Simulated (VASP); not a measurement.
# InP3 (R-3m) in VASP: a series of runs

The runs below take InP3 through single point, with PBEsol.

All numbers are computed with VASP 6.6.1; they aren't measurements. Logs are shortened: lines on timing, memory, paths and dates and some standing lists are left out, and cuts for length are marked.

## Step 1: The cell of the first run

Symmetry: R-3m, No. 166, trigonal system. Conventional cell: a = 7.449 Å, b = 7.449 Å, c = 9.885 Å, α = 90.00°, β = 90.00°, γ = 120.00°. In (site symmetry 3m) has 6 P at 2.64 to 2.90 Å within 3.5 Å. P (site symmetry m) has 2 P at 2.20 Å and 2 In at 2.64 to 2.90 Å within 2.9 Å.

## Step 2: Single point, PBEsol

Input file INCAR:

```
SYSTEM = InP3
PREC = Accurate
ENCUT = 520
EDIFF = 1E-6
ISMEAR = 0
SIGMA = 0.2
LREAL = .False.
LASPH = .True.
NELM = 80
ALGO = Normal
ISIF = 2
LWAVE = .False.
LCHARG = .False.
GGA = PS
NBANDS = 38
```

Input file KPOINTS:

```
Automatic mesh
0
Gamma
  3 3 3
  0 0 0
```

Input file POSCAR:

```
InP3
1.0
    3.7244993001      2.1503406735      3.2950000000
   -3.7244993001      2.1503406735      3.2950000000
    0.0000000000     -4.3006813470      3.2950000000
In P
2 6
Direct
    0.2755000000      0.2755000000      0.2755000000
    0.7245000000      0.7245000000      0.7245000000
    0.7963000000      0.2414000000      0.7963000000
    0.7963000000      0.7963000000      0.2414000000
    0.2414000000      0.7963000000      0.7963000000
    0.2037000000      0.7586000000      0.2037000000
    0.7586000000      0.2037000000      0.2037000000
    0.2037000000      0.2037000000      0.7586000000
```

Potentials or basis: VASP PAW PBE potentials, release 64 (In_d, P).

The run is started by

```console
$ cat potpaw_PBE.64/In_d/POTCAR potpaw_PBE.64/P/POTCAR > POTCAR
$ mpirun -np 1 vasp_std > vasp.out
```

OUTCAR:

```text
SYSTEM = InP3
   PREC = Accurate
   ENCUT = 520
   EDIFF = 1E-6
   ISMEAR = 0
   LREAL = .False.
   LASPH = .True.
   NELM = 80
   ISIF = 2
   GGA = PS

 ion  position               nearest neighbor table
   1  0.276  0.276  0.276-   8 2.64   7 2.64   6 2.64   8 2.90   6 2.90   7 2.90
   2  0.724  0.724  0.724-   4 2.64   3 2.64   5 2.64   4 2.90   5 2.90   3 2.90
   3  0.796  0.241  0.796-   7 2.20   8 2.20   2 2.64   2 2.90
   4  0.796  0.796  0.241-   6 2.20   7 2.20   2 2.64   2 2.90
   5  0.241  0.796  0.796-   6 2.20   8 2.20   2 2.64   2 2.90
   6  0.204  0.759  0.204-   5 2.20   4 2.20   1 2.64   1 2.90
   7  0.759  0.204  0.204-   3 2.20   4 2.20   1 2.64   1 2.90
   8  0.204  0.204  0.759-   3 2.20   5 2.20   1 2.64   1 2.90

  LATTYP: Found a trigonal (rhomboedric) cell.
 ALAT       =     5.4178302898
 COS(alpha) =     0.0548189717

  Lattice vectors:

 A1 = (   3.7244993001,   2.1503406735,   3.2950000000)
 A2 = (  -3.7244993001,   2.1503406735,   3.2950000000)
 A3 = (   0.0000000000,  -4.3006813470,   3.2950000000)

Analysis of symmetry for initial positions (statically):
=====================================================================
 Subroutine PRICEL returns:
 Original cell was already a primitive cell.

 Routine SETGRP: Setting up the symmetry group for a
 trigonal (rhombohedral) supercell.

 Subroutine GETGRP returns: Found 12 space group operations
 (whereof 12 operations were pure point group operations)
 out of a pool of 12 trial point group operations.

The static configuration has the point symmetry D_3d.

Analysis of symmetry for dynamics (positions and initial velocities):
=====================================================================
 Subroutine PRICEL returns:
 Original cell was already a primitive cell.

 Routine SETGRP: Setting up the symmetry group for a
 trigonal (rhombohedral) supercell.

 Subroutine GETGRP returns: Found 12 space group operations
 (whereof 12 operations were pure point group operations)
 out of a pool of 12 trial point group operations.

The dynamic configuration has the point symmetry D_3d.

 Subroutine INISYM returns: Found 12 space group operations
 (whereof 12 operations are pure point group operations),
 and found     1 'primitive' translations
[... 87 lines left out ...]
   NELM   =     80;   NELMIN=  2; NELMDL= -5     # of ELM steps
   EDIFF  = 0.1E-05   stopping-criterion for ELM
   LREAL  =      F    real-space projection
   EDIFFG = 0.1E-04   stopping-criterion for IOM
   NSW    =      0    number of steps for IOM
   IBRION =     -1    ionic relax: 0-MD 1-quasi-New 2-CG
   NFREE  =      0    steps in history (QN), initial steepest desc. (CG)
   ISIF   =      2    stress and relaxation
   ISYM   =      2    0-nonsym 1-usesym 2-fastsym
   POTIM  = 0.5000    time-step for ionic-motion
   TEBEG  =    0.0;   TEEND  =   0.0 temperature during run
   PSTRESS=    0.0 pullay stress
   NELECT =      56.0000    total number of electrons
   NUPDOWN=      -1.0000    fix difference up-down
   EMIN   =  10.00;   EMAX   =-10.00  energy-range for DOS
   EFERMI =   0.00;   METHOD = LEGACY
   ISMEAR =     0;   SIGMA  =   0.20  broadening in eV -4-tet -1-fermi 0-gaus
   EFERMI_NEDOS =   21; number of points for ismear=-14 and -15
   IALGO  =     38    algorithm
   IMIX   =      4    mixing-type and parameters
     AMIX     =   0.40;   BMIX     =  1.00
     AMIX_MAG =   1.60;   BMIX_MAG =  1.00
  volume/ion in A,a.u.               =      19.79       133.56
  Fermi-wavevector in a.u.,A,eV,Ry     =   1.157738  2.187807 18.236663  1.340357
  Thomas-Fermi vector in A             =   2.294347
   LORBIT       =      0    0 simple, 1 ext, 2 COOP (PROOUT), +10 PAW based schemes
   GGA     = PS    functional components
   LHFCALC =     F    Hartree Fock is set to
   AEXX    =    0.0000 exact exchange contribution
   IVDW    =     0    specifies the selected vdW correction
   LEPSILON=     F    determine dielectric tensor
   LRPA    =     F    only Hartree local field effects (RPA)
 non-spin polarized calculation
 Gauss-broadening in eV      SIGMA  =   0.20
  energy-cutoff  :      520.00
  volume of cell :      158.34
 maximum number of plane-waves:      4273
   NGX = 21   NGY = 21   NGZ = 21

 number of electron      56.0000000 magnetization

 Free energy of the ion-electron system (eV)
  ---------------------------------------------------
  ext. energy  EPLUGINS =         0.00000000
  ---------------------------------------------------
  free energy    TOTEN  =       -41.39709281 eV

  energy without entropy =      -41.36184986  energy(sigma->0) =      -41.37947134

 E-fermi :   6.6084     XC(G=0): -10.3400

 val. band max:        6.5659065489   @ k =   0.0000   0.0000   0.0000
 cond. band min:       7.4561432608   @ k =   0.3333   0.0000   0.0000
 fundamental gap:      0.8902367119
 Fermi energy:         6.6083789833

 k-point     1 :       0.0000    0.0000    0.0000
  band No.  band energies     occupation
      1      -7.7284      2.00000
      2      -7.7284      2.00000
      3      -7.5923      2.00000
      4      -7.5923      2.00000
      5      -7.5446      2.00000
      6      -7.5143      2.00000
[... 235 lines left out ...]
     37      11.0359      0.00000
     38      11.3846      0.00000

------------------------ aborting loop because EDIFF is reached ----------------------------------------

  FORCE on cell =-STRESS in cart. coord.  units (eV):
  Direction    XX          YY          ZZ          XY          YZ          ZX
  --------------------------------------------------------------------------------------
  -------------------------------------------------------------------------------------
  Total       -0.1941725     -0.1941725     -0.2882325      0.0000000      0.0000000     -0.0000000
  in kB       -1.9647919     -1.9647919     -2.9165649      0.0000000      0.0000000     -0.0000000
  external PRESSURE =      -2.2820496 kB  Pullay stress =       0.0000000 kB

 VOLUME and BASIS-vectors are now :
 -----------------------------------------------------------------------------
  energy-cutoff  :      520.00
  volume of cell :      158.34
      direct lattice vectors                 reciprocal lattice vectors
     3.724499300  2.150340674  3.295000000     0.134246233  0.077507099  0.101163379
    -3.724499300  2.150340674  3.295000000    -0.134246233  0.077507099  0.101163379
     0.000000000 -4.300681347  3.295000000     0.000000000 -0.155014197  0.101163379

 POSITION                                       TOTAL-FORCE (eV/Angst)
 -----------------------------------------------------------------------------------
      0.00000      0.00000      2.72332         0.000000      0.000000     -0.003064
      0.00000      0.00000      7.16168         0.000000      0.000000      0.003064
      2.06672     -1.19322      6.04303        -0.206973      0.119496     -0.190219
      0.00000      2.38645      6.04303         0.000000     -0.238992     -0.190219
     -2.06672     -1.19322      6.04303         0.206973      0.119496     -0.190219
     -2.06672      1.19322      3.84197         0.206973     -0.119496      0.190219
      2.06672      1.19322      3.84197        -0.206973     -0.119496      0.190219
      0.00000     -2.38645      3.84197         0.000000      0.238992      0.190219
 -----------------------------------------------------------------------------------
    total drift:                               -0.000000     -0.000000      0.000000

  FREE ENERGIE OF THE ION-ELECTRON SYSTEM (eV)
  ---------------------------------------------------
  free  energy   TOTEN  =       -41.3970928142 eV

  energy  without entropy=      -41.3618498575  energy(sigma->0) =      -41.37947134
```

stdout:

```text
POSCAR found type information on POSCAR InP
 POSCAR found :  2 types and       8 ions
 scaLAPACK will be used
 -----------------------------------------------------------------------------
|                                                                             |
|                                                                             |
|     You enforced a specific xc type in the INCAR file but a different       |
|     I HOPE YOU KNOW WHAT YOU ARE DOING!                                     |
|                                                                             |
 -----------------------------------------------------------------------------

 LDA part: xc-table for (Slater+PW92), standard interpolation
 POSCAR, INCAR and KPOINTS ok, starting setup
 FFT: planning ... GRIDC
 FFT: planning ... GRID_SOFT
 FFT: planning ... GRID
 WAVECAR not read
 entering main loop
```

Run time: 40 s. Hardware: 1 thread of Intel Xeon 8259CL, shared host; peak memory 0.24 GiB.

What came out:

```yaml
Free_energy: -41.3971 eV
Pressure: -0.2 GPa
Largest_force: 0.305 eV/Å
```

Forces on the atoms (eV/Å):
```
In   0.000  0.000 -0.003
In   0.000  0.000  0.003
P   -0.207  0.119 -0.190
P    0.000 -0.239 -0.190
P    0.207  0.119 -0.190
P    0.207 -0.119  0.190
P   -0.207 -0.119  0.190
P    0.000  0.239  0.190
```

Levels at points of the mesh, in eV from the Fermi level:
```csv
k point,band 24,band 25,band 26,band 27,band 28,band 29,band 30,band 31,band 32,band 33
"(0.00, 0.00, 0.00)",-2.11,-2.11,-1.95,-0.61,-0.61,-0.15,-0.04,2.06,2.39,2.39
```

Caveat: the k points lie up to 0.39 Å⁻¹ apart; the PAW data sets were made with another functional, which shifts forces and pressure a little; spin-orbit coupling is left out, which moves the levels of the heavy elements.

## Step 3: Single point, PBEsol

Input file INCAR:

```
ALGO     = Normal         # electronic algorithm
EDIFF    = 1E-6           # SCF threshold, eV
ENCUT    = 520            # plane-wave cutoff, eV
GGA      = PS             # functional
ISIF     = 2              # what is computed and relaxed
ISMEAR   = 0              # smearing method
LASPH    = T              # aspherical terms in the spheres
LCHARG   = T              # write CHGCAR
LELF     = T              # ELF
LREAL    = F              # projectors in reciprocal space
LVHAR    = T            
LWAVE    = F              # write WAVECAR
NBANDS   = 38             # bands
NELM     = 100            # most SCF steps
PREC     = Accurate       # precision mode
SIGMA    = 0.4            # smearing width, eV
```

Input file KPOINTS:

```
k-points
0
Gamma
  3 3 3
```

POSCAR is that of step 2.

Potentials or basis: VASP PAW PBE potentials, release 64 (In_d, P).

The run is started by

```console
$ cat potpaw_PBE.64/In_d/POTCAR potpaw_PBE.64/P/POTCAR > POTCAR
$ mpirun -np 1 vasp_std > vasp.out
```

OUTCAR:

```text
EDIFF = 1E-6
   ENCUT = 520
   GGA = PS
   ISIF = 2
   ISMEAR = 0
   LASPH = T
   LREAL = F
   NELM = 100
   PREC = Accurate

 ion  position               nearest neighbor table
   1  0.276  0.276  0.276-   8 2.64   7 2.64   6 2.64   8 2.90   6 2.90   7 2.90
   2  0.724  0.724  0.724-   4 2.64   3 2.64   5 2.64   4 2.90   5 2.90   3 2.90
   3  0.796  0.241  0.796-   7 2.20   8 2.20   2 2.64   2 2.90
   4  0.796  0.796  0.241-   6 2.20   7 2.20   2 2.64   2 2.90
   5  0.241  0.796  0.796-   6 2.20   8 2.20   2 2.64   2 2.90
   6  0.204  0.759  0.204-   5 2.20   4 2.20   1 2.64   1 2.90
   7  0.759  0.204  0.204-   3 2.20   4 2.20   1 2.64   1 2.90
[... 439 lines left out ...]
  in kB       -2.0513610     -2.0513610     -1.4906557      0.0000000      0.0000000      0.0000000
  external PRESSURE =      -1.8644592 kB  Pullay stress =       0.0000000 kB

 VOLUME and BASIS-vectors are now :
 -----------------------------------------------------------------------------
  energy-cutoff  :      520.00
  volume of cell :      158.34
      direct lattice vectors                 reciprocal lattice vectors
     3.724499300  2.150340674  3.295000000     0.134246233  0.077507099  0.101163379
    -3.724499300  2.150340674  3.295000000    -0.134246233  0.077507099  0.101163379
     0.000000000 -4.300681347  3.295000000     0.000000000 -0.155014197  0.101163379

 POSITION                                       TOTAL-FORCE (eV/Angst)
 -----------------------------------------------------------------------------------
      0.00000      0.00000      2.72332         0.000000     -0.000000     -0.007082
      0.00000      0.00000      7.16168         0.000000     -0.000000      0.007082
      2.06672     -1.19322      6.04303        -0.211510      0.122115     -0.202372
      0.00000      2.38645      6.04303         0.000000     -0.244231     -0.202372
     -2.06672     -1.19322      6.04303         0.211510      0.122115     -0.202372
     -2.06672      1.19322      3.84197         0.211510     -0.122115      0.202372
      2.06672      1.19322      3.84197        -0.211510     -0.122115      0.202372
      0.00000     -2.38645      3.84197         0.000000      0.244231      0.202372
 -----------------------------------------------------------------------------------
    total drift:                               -0.000000     -0.000000      0.000000

  FREE ENERGIE OF THE ION-ELECTRON SYSTEM (eV)
  ---------------------------------------------------
  free  energy   TOTEN  =       -41.4349274776 eV

  energy  without entropy=      -41.3517584575  energy(sigma->0) =      -41.39334297
```

stdout:

```text
POSCAR found type information on POSCAR InP
 POSCAR found :  2 types and       8 ions
 scaLAPACK will be used
 -----------------------------------------------------------------------------
|                                                                             |
|                                                                             |
|     You enforced a specific xc type in the INCAR file but a different       |
|     I HOPE YOU KNOW WHAT YOU ARE DOING!                                     |
|                                                                             |
 -----------------------------------------------------------------------------

 LDA part: xc-table for (Slater+PW92), standard interpolation
 POSCAR, INCAR and KPOINTS ok, starting setup
 FFT: planning ... GRIDC
 FFT: planning ... GRID_SOFT
 FFT: planning ... GRID
 WAVECAR not read
 entering main loop
```

Run time: 48 s. Hardware: 1 thread of Intel Xeon 8259CL, shared host; peak memory 0.24 GiB.

What came out:

- Free energy: -41.4349 eV
- Pressure: -0.2 GPa
- Largest force: 0.317 eV/Å

Forces on the atoms (eV/Å):
```
In   0.000  0.000 -0.007
In   0.000  0.000  0.007
P   -0.212  0.122 -0.202
P    0.000 -0.244 -0.202
P    0.212  0.122 -0.202
P    0.212 -0.122  0.202
P   -0.212 -0.122  0.202
P    0.000  0.244  0.202
```

Caveat: the k points lie up to 0.39 Å⁻¹ apart; so wide a smearing shifts energies and pressures; the PAW data sets were made with another functional, which shifts forces and pressure a little; spin-orbit coupling is left out, which moves the levels of the heavy elements.

## Step 4: Single point, PBEsol

Input file INCAR:

```
SYSTEM = InP3
PREC = Accurate ; ENCUT = 520
EDIFF = 1E-7 ; ISMEAR = 0
SIGMA = 0.1 ; LREAL = .FALSE.
LASPH = .TRUE. ; NELM = 100
ALGO = Normal ; ISIF = 2
LWAVE = .FALSE. ; LCHARG = .FALSE.
GGA = PS ; NBANDS = 38
```

Input file KPOINTS:

```
regular mesh
0
G
  6 6 6
  0 0 0
```

POSCAR is that of step 3.

Potentials or basis: VASP PAW PBE potentials, release 64 (In_d, P).

The run is started by

```console
$ cat potpaw_PBE.64/In_d/POTCAR potpaw_PBE.64/P/POTCAR > POTCAR
$ mpirun -np 1 vasp_std > vasp.out
```

OUTCAR:

```text
SYSTEM = InP3
   PREC = Accurate
   ENCUT = 520
   EDIFF = 1E-7
   ISMEAR = 0
   LREAL = .FALSE.
   LASPH = .TRUE.
   NELM = 100
   ISIF = 2
   GGA = PS

 ion  position               nearest neighbor table
   1  0.276  0.276  0.276-   8 2.64   7 2.64   6 2.64   8 2.90   6 2.90   7 2.90
   2  0.724  0.724  0.724-   4 2.64   3 2.64   5 2.64   4 2.90   5 2.90   3 2.90
   3  0.796  0.241  0.796-   7 2.20   8 2.20   2 2.64   2 2.90
   4  0.796  0.796  0.241-   6 2.20   7 2.20   2 2.64   2 2.90
   5  0.241  0.796  0.796-   6 2.20   8 2.20   2 2.64   2 2.90
   6  0.204  0.759  0.204-   5 2.20   4 2.20   1 2.64   1 2.90
[... 1198 lines left out ...]
  Total       -0.2442026     -0.2442026     -0.0755196      0.0000000      0.0000000      0.0000000
  in kB       -2.4710362     -2.4710362     -0.7641676      0.0000000      0.0000000      0.0000000
  external PRESSURE =      -1.9020800 kB  Pullay stress =       0.0000000 kB

 VOLUME and BASIS-vectors are now :
 -----------------------------------------------------------------------------
  energy-cutoff  :      520.00
  volume of cell :      158.34
      direct lattice vectors                 reciprocal lattice vectors
     3.724499300  2.150340674  3.295000000     0.134246233  0.077507099  0.101163379
    -3.724499300  2.150340674  3.295000000    -0.134246233  0.077507099  0.101163379
     0.000000000 -4.300681347  3.295000000     0.000000000 -0.155014197  0.101163379

 POSITION                                       TOTAL-FORCE (eV/Angst)
 -----------------------------------------------------------------------------------
      0.00000      0.00000      2.72332         0.000000      0.000000     -0.113252
      0.00000      0.00000      7.16168         0.000000     -0.000000      0.113252
      2.06672     -1.19322      6.04303        -0.023400      0.013510     -0.152929
      0.00000      2.38645      6.04303         0.000000     -0.027020     -0.152929
     -2.06672     -1.19322      6.04303         0.023400      0.013510     -0.152929
     -2.06672      1.19322      3.84197         0.023400     -0.013510      0.152929
      2.06672      1.19322      3.84197        -0.023400     -0.013510      0.152929
      0.00000     -2.38645      3.84197         0.000000      0.027020      0.152929
 -----------------------------------------------------------------------------------
    total drift:                               -0.000000     -0.000000      0.000000

  FREE ENERGIE OF THE ION-ELECTRON SYSTEM (eV)
  ---------------------------------------------------
  free  energy   TOTEN  =       -41.3377363772 eV

  energy  without entropy=      -41.3329981199  energy(sigma->0) =      -41.33536725
```

stdout:

```text
POSCAR found type information on POSCAR InP
 POSCAR found :  2 types and       8 ions
 scaLAPACK will be used
 -----------------------------------------------------------------------------
|                                                                             |
|                                                                             |
|     You enforced a specific xc type in the INCAR file but a different       |
|     I HOPE YOU KNOW WHAT YOU ARE DOING!                                     |
|                                                                             |
 -----------------------------------------------------------------------------

 LDA part: xc-table for (Slater+PW92), standard interpolation
 POSCAR, INCAR and KPOINTS ok, starting setup
 FFT: planning ... GRIDC
 FFT: planning ... GRID_SOFT
 FFT: planning ... GRID
 WAVECAR not read
 entering main loop
```

Run time: 3.2 min. Hardware: 1 thread of Intel Xeon 8259CL, shared host; peak memory 0.32 GiB.

What came out:

```yaml
Free_energy: -41.3377 eV
Pressure: -0.2 GPa
Largest_force: 0.155 eV/Å
Band_gap_on_the_k_mesh: zero (bands 28 and 29 overlap by 0.51 eV)
```

Forces in eV/Å, atoms in the order of the input:
```
In   0.000  0.000 -0.113
In   0.000  0.000  0.113
P   -0.023  0.014 -0.153
P    0.000 -0.027 -0.153
P    0.023  0.014 -0.153
P    0.023 -0.014  0.153
P   -0.023 -0.014  0.153
P    0.000  0.027  0.153
```

Caveat: semilocal functionals underestimate gaps, so a narrow gap can read as zero; the PAW data sets were made with another functional, which shifts forces and pressure a little; spin-orbit coupling is left out, which moves the levels of the heavy elements.

(Continued in part 2 of 2.)
